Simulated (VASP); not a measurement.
# Sr (P6_3mc) in VASP: single point with PBE

Aim: the single point of Sr with PBE.

Everything below comes from runs of VASP 6.6.1. Logs are shortened: lines on timing, memory, paths and dates and some standing lists are left out, and cuts for length are marked.

## Step 1: The cell of the first run

It takes space group P6_3mc (No. 186, hexagonal). Conventional cell: a = 4.228 Å, b = 4.228 Å, c = 14.668 Å, α = 90.00°, β = 90.00°, γ = 120.00°. Sr (site symmetry 3m) has 12 Sr at 3.78 to 5.08 Å within 5.1 Å. Sr (site symmetry 3m) has 12 Sr at 3.78 to 5.08 Å within 5.1 Å.

## Step 2: Single point, PBE

Contents of INCAR:

```
SYSTEM = Sr
PREC = Accurate
ENCUT = 520
EDIFF = 1E-6
ISMEAR = 0
SIGMA = 0.1
LREAL = .FALSE.
LASPH = .TRUE.
NELM = 80
ALGO = Normal
ISIF = 2
LWAVE = .FALSE.
LCHARG = .TRUE.
GGA = PE
LELF = .TRUE.
LVHAR = .TRUE.
NBANDS = 28
```

Contents of KPOINTS:

```
regular mesh
0
G
  6 6 2
  0 0 0
```

Contents of POSCAR:

```
Sr
1.0
    4.2279515000      0.0000000000      0.0000000000
   -2.1139757500      3.6615134100      0.0000000000
    0.0000000000      0.0000000000     14.6679778800
Sr
4
Direct
    0.0000000000      0.0000000000      0.0267891900
    0.3333333300      0.6666666700      0.2232108100
    0.0000000000      0.0000000000      0.5267891900
    0.6666666700      0.3333333300      0.7232108100
```

Potentials or basis: VASP PAW PBE potentials, release 64 (Sr_sv).

Command:

```bash
> cat potpaw_PBE.64/Sr_sv/POTCAR > POTCAR
> mpirun -np 1 vasp_std > vasp.out
```

OUTCAR:

```text
SYSTEM = Sr
   PREC = Accurate
   ENCUT = 520
   EDIFF = 1E-6
   ISMEAR = 0
   LREAL = .FALSE.
   LASPH = .TRUE.
   NELM = 80
   ISIF = 2
   GGA = PE

 ion  position               nearest neighbor table
   1  0.000  0.000  0.027-   2 3.78   2 3.78   2 3.78   4 5.08   4 5.08   4 5.08
   2  0.333  0.667  0.223-   1 3.78   1 3.78   1 3.78   3 5.08   3 5.08   3 5.08
   3  0.000  0.000  0.527-   4 3.78   4 3.78   4 3.78   2 5.08   2 5.08   2 5.08
   4  0.667  0.333  0.723-   3 3.78   3 3.78   3 3.78   1 5.08   1 5.08   1 5.08

  LATTYP: Found a hexagonal cell.
 ALAT       =     4.2279515000
 C/A-ratio  =     3.4692871666

  Lattice vectors:

 A1 = (   4.2279515000,   0.0000000000,   0.0000000000)
 A2 = (  -2.1139757500,   3.6615134100,   0.0000000000)
 A3 = (   0.0000000000,   0.0000000000,  14.6679778800)

Analysis of symmetry for initial positions (statically):
=====================================================================
 Subroutine PRICEL returns:
 Original cell was already a primitive cell.

 Routine SETGRP: Setting up the symmetry group for a
 hexagonal supercell.

 Subroutine GETGRP returns: Found 12 space group operations
 (whereof  6 operations were pure point group operations)
 out of a pool of 24 trial point group operations.

The static configuration has the point symmetry C_3v.
 The point group associated with its full space group is C_6v.

Analysis of symmetry for dynamics (positions and initial velocities):
=====================================================================
 Subroutine PRICEL returns:
 Original cell was already a primitive cell.

 Routine SETGRP: Setting up the symmetry group for a
 hexagonal supercell.

 Subroutine GETGRP returns: Found 12 space group operations
 (whereof  6 operations were pure point group operations)
 out of a pool of 24 trial point group operations.

The dynamic configuration has the point symmetry C_3v.
 The point group associated with its full space group is C_6v.

 Subroutine INISYM returns: Found 12 space group operations
 (whereof  6 operations are pure point group operations),
 and found     1 'primitive' translations

----------------------------------------------------------------------------------------

[... 81 lines left out ...]
   LSORBIT =      F    spin-orbit coupling
   LASPH  =      T    aspherical Exc in radial PAW
   ENCUT  =  520.0 eV  38.22 Ry    6.18 a.u.   7.86  7.86 27.27*2*pi/ulx,y,z
   NELM   =     80;   NELMIN=  2; NELMDL= -5     # of ELM steps
   EDIFF  = 0.1E-05   stopping-criterion for ELM
   LREAL  =      F    real-space projection
   EDIFFG = 0.1E-04   stopping-criterion for IOM
   NSW    =      0    number of steps for IOM
   IBRION =     -1    ionic relax: 0-MD 1-quasi-New 2-CG
   NFREE  =      0    steps in history (QN), initial steepest desc. (CG)
   ISIF   =      2    stress and relaxation
   ISYM   =      2    0-nonsym 1-usesym 2-fastsym
   POTIM  = 0.5000    time-step for ionic-motion
   TEBEG  =    0.0;   TEEND  =   0.0 temperature during run
   PSTRESS=    0.0 pullay stress
   NELECT =      40.0000    total number of electrons
   NUPDOWN=      -1.0000    fix difference up-down
   EMIN   =  10.00;   EMAX   =-10.00  energy-range for DOS
   EFERMI =   0.00;   METHOD = LEGACY
   ISMEAR =     0;   SIGMA  =   0.10  broadening in eV -4-tet -1-fermi 0-gaus
   EFERMI_NEDOS =   21; number of points for ismear=-14 and -15
   IALGO  =     38    algorithm
   IMIX   =      4    mixing-type and parameters
     AMIX     =   0.40;   BMIX     =  1.00
     AMIX_MAG =   1.60;   BMIX_MAG =  1.00
  volume/ion in A,a.u.               =      56.77       383.09
  Fermi-wavevector in a.u.,A,eV,Ry     =   0.917715  1.734230 11.458840  0.842201
  Thomas-Fermi vector in A             =   2.042715
   LORBIT       =      0    0 simple, 1 ext, 2 COOP (PROOUT), +10 PAW based schemes
   GGA     = PE    functional components
   LHFCALC =     F    Hartree Fock is set to
   AEXX    =    0.0000 exact exchange contribution
   IVDW    =     0    specifies the selected vdW correction
   LEPSILON=     F    determine dielectric tensor
   LRPA    =     F    only Hartree local field effects (RPA)
 non-spin polarized calculation
 Gauss-broadening in eV      SIGMA  =   0.10
  energy-cutoff  :      520.00
  volume of cell :      227.07
 maximum number of plane-waves:      6146
 NGX is ok and might be reduce to    32
   NGX = 15   NGY = 15   NGZ = 55

 number of electron      40.0000000 magnetization

 Free energy of the ion-electron system (eV)
  ---------------------------------------------------
  ext. energy  EPLUGINS =         0.00000000
  ---------------------------------------------------
  free energy    TOTEN  =        -5.77412608 eV

  energy without entropy =       -5.73822338  energy(sigma->0) =       -5.75617473

 E-fermi :   1.4133     XC(G=0):  -7.1716

 val. band max:        1.4110062356   @ k =   0.1667  -0.0000   0.0000
 cond. band min:       1.4141376437   @ k =   0.3333   0.3333   0.5000
 fundamental gap:      0.0031314081
 Fermi energy:         1.4132880529

 k-point     1 :       0.0000    0.0000    0.0000
  band No.  band energies     occupation
      1     -35.1387      2.00000
      2     -35.1382      2.00000
      3     -35.1038      2.00000
      4     -35.1033      2.00000
      5     -17.3088      2.00000
      6     -17.2928      2.00000
[... 423 lines left out ...]
     27       2.5471      0.00000
     28       2.5471      0.00000

------------------------ aborting loop because EDIFF is reached ----------------------------------------

  FORCE on cell =-STRESS in cart. coord.  units (eV):
  Direction    XX          YY          ZZ          XY          YZ          ZX
  --------------------------------------------------------------------------------------
  -------------------------------------------------------------------------------------
  Total        1.1405134      1.1405134      1.9927040     -0.0000000      0.0000000     -0.0000000
  in kB        8.0472984      8.0472984     14.0602326     -0.0000000      0.0000000     -0.0000000
  external PRESSURE =      10.0516098 kB  Pullay stress =       0.0000000 kB

 VOLUME and BASIS-vectors are now :
 -----------------------------------------------------------------------------
  energy-cutoff  :      520.00
  volume of cell :      227.07
      direct lattice vectors                 reciprocal lattice vectors
     4.227951500  0.000000000  0.000000000     0.236521162  0.136555556  0.000000000
    -2.113975750  3.661513410  0.000000000     0.000000000  0.273111112  0.000000000
     0.000000000  0.000000000 14.667977880     0.000000000  0.000000000  0.068175723

 POSITION                                       TOTAL-FORCE (eV/Angst)
 -----------------------------------------------------------------------------------
      0.00000      0.00000      0.39294        -0.000000     -0.000000     -0.967599
     -0.00000      2.44101      3.27405         0.000000     -0.000000      0.967599
      0.00000      0.00000      7.72693        -0.000000      0.000000     -0.967599
      2.11398      1.22050     10.60804        -0.000000      0.000000      0.967599
 -----------------------------------------------------------------------------------
    total drift:                               -0.000000     -0.000000     -0.000131

  FREE ENERGIE OF THE ION-ELECTRON SYSTEM (eV)
  ---------------------------------------------------
  free  energy   TOTEN  =        -5.7741260846 eV

  energy  without entropy=       -5.7382233820  energy(sigma->0) =       -5.75617473
```

It took 2.2 min on 1 thread of Intel Xeon 8259CL, shared host; peak memory 0.35 GiB.

Results:

* Free energy: -5.7741 eV
* Pressure: 1.0 GPa
* Largest force: 0.968 eV/Å
* Band gap on the k mesh: zero (bands 20 and 21 overlap by 0.06 eV)

Forces in eV/Å, atoms in the order of the input:
```
Sr   0.000  0.000 -0.968
Sr   0.000  0.000  0.968
Sr   0.000  0.000 -0.968
Sr   0.000  0.000  0.968
```

Stress tensor (GPa, compression positive):
```
0.80 0.00 0.00
0.00 0.80 0.00
0.00 0.00 1.41
```

Levels at points of the mesh, in eV from the Fermi level:
```csv
k point,band 16,band 17,band 18,band 19,band 20,band 21,band 22,band 23,band 24,band 25
"(0.00, 0.00, 0.00)",-18.40,-3.53,-3.00,-2.29,-1.24,-0.05,0.40,2.14,2.14,2.18
"(0.50, 0.00, 0.00)",-18.42,-1.00,-0.79,-0.71,-0.62,0.27,0.33,0.34,0.48,0.89
"(0.00, 0.00, 0.50)",-18.40,-3.34,-3.34,-1.74,-1.74,0.22,0.22,2.16,2.16,2.16
"(0.50, 0.00, 0.50)",-18.42,-0.91,-0.91,-0.65,-0.65,0.29,0.29,0.42,0.42,1.02
```
